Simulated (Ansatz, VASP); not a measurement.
**One calculation of ZnS, two programs**

File POSCAR:

```
ZnS
1.0
    0.0000000000      2.6945131952      2.6136777993
    2.6945131952      0.0000000000      2.6136777993
    2.6945131952      2.6945131952      0.0000000000
Zn S
1 1
Direct
    0.0000000000      0.0000000000      0.0000000000
    0.7500000000      0.7500000000      0.7500000000
```

INCAR.step1

```
SYSTEM = ZnS
PREC = Accurate ; ENCUT = 520
ISMEAR = 0 ; SIGMA = 0.05
LREAL = .FALSE. ; LASPH = .TRUE.
NELM = 100 ; NBANDS = 16
GGA = PE ; ALGO = Normal
EDIFF = 1E-4 ; LWAVE = .TRUE.
LCHARG = .FALSE.
```

The input INCAR.step2:

```
SYSTEM = ZnS
PREC = Accurate ; ENCUT = 520
EDIFF = 1E-6 ; ISMEAR = 0
SIGMA = 0.05 ; LREAL = .FALSE.
LASPH = .TRUE. ; NELM = 100
ALGO = Normal ; ISIF = 2
LWAVE = .FALSE. ; LCHARG = .FALSE.
METAGGA = R2SCAN ; LMIXTAU = .TRUE.
NBANDS = 16 ; ISTART = 1
```

File KPOINTS:

```
regular mesh
0
G
  8 8 8
  0 0 0
```

Input for Ansatz:

```yaml
crystal:
  lattice:
    - [0.0, 2.6945131952, 2.6136777993]
    - [2.6945131952, 0.0, 2.6136777993]
    - [2.6945131952, 2.6945131952, 0.0]
  atoms:
    - { symbol: Zn, position: [0.0, 0.0, 0.0] }
    - { symbol: S, position: [0.75, 0.75, 0.75] }
basis:
  ecutwfc: 500
kpoints:
  mp_grid: { grid: [8, 8, 8] }
hamiltonian:
  xc: r2scan
scf:
  occupations: { method: gaussian, width: 0.05 }
output:
  forces: true
  stress: true
  eigenvalues: true
```

Change from the starting cell: strain +0.000 along x and y, -0.030 along z, atoms carried along.

Alike in both runs: task single point; functional r2SCAN; k mesh 8 × 8 × 8; occupations gaussian, width 0.05 eV; no spin polarisation.

|  | VASP | Ansatz |
| --- | --- | --- |
| version | VASP 6.6.1 | Ansatz 0.2.0 |
| potentials or method | VASP PAW PBE potentials, release 64 (Zn, S), cutoff 520 eV | scalar-relativistic, plane waves, PAW |
| valence electrons in the cell | 18 | 18 |

|  | VASP | Ansatz | Ansatz less VASP |
| --- | --- | --- | --- |
| gap on the k mesh at the Fermi level (eV) | 2.79 | 2.77 | -0.013 |
| least direct gap on the mesh (eV) | 2.79 | 2.77 | -0.013 |
| pressure (GPa) | 2.6 | 2.5 | -0.01 |
| traceless stress, the component that is largest in VASP (GPa) | 0.83 | 0.80 | -0.025 |

VASP's potentials were made for PBE, not for r2SCAN.
